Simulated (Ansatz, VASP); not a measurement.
## Two plane-wave programs on TaC

File INCAR:

```
ALGO = Normal
EDIFF = 1E-8
ENCUT = 520
GGA = PS
GGA_COMPAT = False
ISIF = 2
ISMEAR = -1
LASPH = True
LCHARG = False
LEFG = True
LREAL = False
LWAVE = False
NBANDS = 14
NELM = 120
PREC = Accurate
SIGMA = 0.05
```

KPOINTS

```
k-points
0
Gamma
  16 16 16
```

File POSCAR:

```
TaC
1.0
    0.0000000000      2.2270000000      2.2270000000
    2.2270000000      0.0000000000      2.2270000000
    2.2270000000      2.2270000000      0.0000000000
Ta C
1 1
Direct
    0.0000000000      0.0000000000      0.0000000000
    0.5000000000      0.5000000000      0.5000000000
```

Input for Ansatz:

```yaml
crystal:
  lattice:
    - [0.0, 2.227, 2.227]
    - [2.227, 0.0, 2.227]
    - [2.227, 2.227, 0.0]
  atoms:
    - { symbol: Ta, position: [0.0, 0.0, 0.0] }
    - { symbol: C, position: [0.5, 0.5, 0.5] }
kpoints:
  mp_grid: { grid: [16, 16, 16] }
  band_path:
    path:
      - [0.0, 0.0, 0.0]
      - [0.5, 0.0, 0.5]
      - [0.625, 0.25, 0.625]
      - [0.375, 0.375, 0.75]
      - [0.0, 0.0, 0.0]
      - [0.5, 0.5, 0.5]
      - [0.5, 0.25, 0.75]
      - [0.5, 0.0, 0.5]
    npoints: 5
scf:
  occupations: { method: fermi_dirac, width: 0.05 }
hamiltonian:
  xc: pbesol
  pseudopotentials: { kind: paw }
output:
  forces: true
  stress: true
  eigenvalues: true
  efg: { contact_densities: true }
```

Alike in both runs: task electric field gradients; functional PBEsol; k mesh 16 × 16 × 16; occupations fermi-dirac, width 0.05 eV; no spin polarisation.

|  | VASP | Ansatz |
| --- | --- | --- |
| version | VASP 6.6.1 | Ansatz 0.2.0 |
| potentials or method | VASP PAW PBE potentials, release 64 (Ta_pv, C) | PAW with Ansatz's default frozen-core files, scalar-relativistic |
| plane-wave cutoff (eV) | 520 | 420 |
| valence electrons in the cell | 15 | 17 |

VASP gave:

* pressure (GPa): -2.4

**Question.** Estimate Ansatz's values.

**Answer.** Pressure (GPa): -3.3.

VASP's potentials were made for PBE, not for PBEsol. With one functional, cell and mesh, what is left measures potentials, basis and numerics. VASP's potentials hold 15 valence electrons a cell and Ansatz's 17, so a difference there can come from the potentials and not from the codes.

Spin-orbit coupling is off throughout.
